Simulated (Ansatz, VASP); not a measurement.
# Mo: VASP beside Ansatz

Contents of INCAR:

```
SYSTEM = Mo
PREC = Accurate
ENCUT = 520
EDIFF = 1E-6
ISMEAR = -1
SIGMA = 0.1
LREAL = .FALSE.
LASPH = .TRUE.
NELM = 60
ALGO = Normal
ISIF = 2
LWAVE = .FALSE.
LCHARG = .FALSE.
GGA = RE
NBANDS = 13
```

File KPOINTS:

```
Automatic mesh
0
G
  23 23 23
  0 0 0
```

Contents of POSCAR:

```
Mo
1.0
   -1.6475297362      1.6475297362      1.6475297362
    1.6475297362     -1.6475297362      1.6475297362
    1.6475297362      1.6475297362     -1.6475297362
Mo
1
Direct
    0.0000000000      0.0000000000      0.0000000000
```

Input for Ansatz:

```yaml
crystal:
  lattice:
    - [-1.6475297362, 1.6475297362, 1.6475297362]
    - [1.6475297362, -1.6475297362, 1.6475297362]
    - [1.6475297362, 1.6475297362, -1.6475297362]
  atoms:
    - { symbol: Mo, position: [0.0, 0.0, 0.0] }
hamiltonian:
  xc: revpbe
  pseudopotentials:
    kind: paw
    azcp:
      Mo: "pseudopotentials/Mo.paw.azcp"
basis:
  ecutwfc: 420
  fft_grid_basis: typed
kpoints:
  mp_grid: { grid: [23, 23, 23], shift: [0, 0, 0] }
magnetization:
  spin_polarized: false
scf:
  occupations: { method: fermi_dirac, width: 0.1 }
output:
  stress: true
```

Alike in both runs: task single point; functional revPBE; k mesh 23 × 23 × 23; occupations fermi-dirac, width 0.1 eV; no spin polarisation.

```csv
,VASP,Ansatz
version,VASP 6.6.1,Ansatz 0.2.0
potentials or method,"VASP PAW PBE potentials, release 64 (Mo_sv), cutoff 520 eV","plane waves (420 eV) with PAW, scalar-relativistic"
valence electrons in the cell,14,14
```

|  | VASP | Ansatz | Ansatz less VASP |
| --- | --- | --- | --- |
| pressure (GPa) | -22.3 | -22.6 | -0.31 |

VASP's potentials were made for PBE, not for revPBE. With one functional, cell and mesh, what is left measures potentials, basis and numerics.
